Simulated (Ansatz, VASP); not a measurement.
# SiNi in VASP and in Ansatz

```
Si Ni
1.0
     3.02662    0.00000    0.00000
     0.00000    3.27350    0.00000
     0.00000    0.00000    4.69776
Si Ni
2 2
Direct
  0.50000 0.50000 0.84230
  0.00000 0.00000 0.15770
  0.50000 0.50000 0.34422
  0.00000 0.00000 0.65578
```

Alike in both runs: task single point; functional PBE; k mesh 14 × 12 × 10; occupations fermi-dirac, width 0.02 eV; no spin polarisation.

```csv
,VASP,Ansatz
version,VASP 6.6.1,Ansatz 0.2.0
potentials or method,"VASP PAW PBE potentials, release 64 (Si, Ni), cutoff 520 eV","scalar-relativistic, plane waves, PAW"
valence electrons in the cell,28,44
```

```csv
,VASP,Ansatz,Ansatz less VASP
gap on the k mesh at the Fermi level (eV),none,none,-
pressure (GPa),1.2,1.1,-0.07
"traceless stress, the component that is largest in VASP (GPa)",-0.37,-0.33,+0.040
rms of the force components (eV/Å),0.066,0.067,+0.0005
```

Atom by atom the forces differ by 0.004 eV/Å (rms over components). A gap of «none» marks a metal or a gap that the smearing closes. VASP's potentials hold 28 valence electrons a cell and Ansatz's 44, so a difference there can come from the potentials and not from the codes.
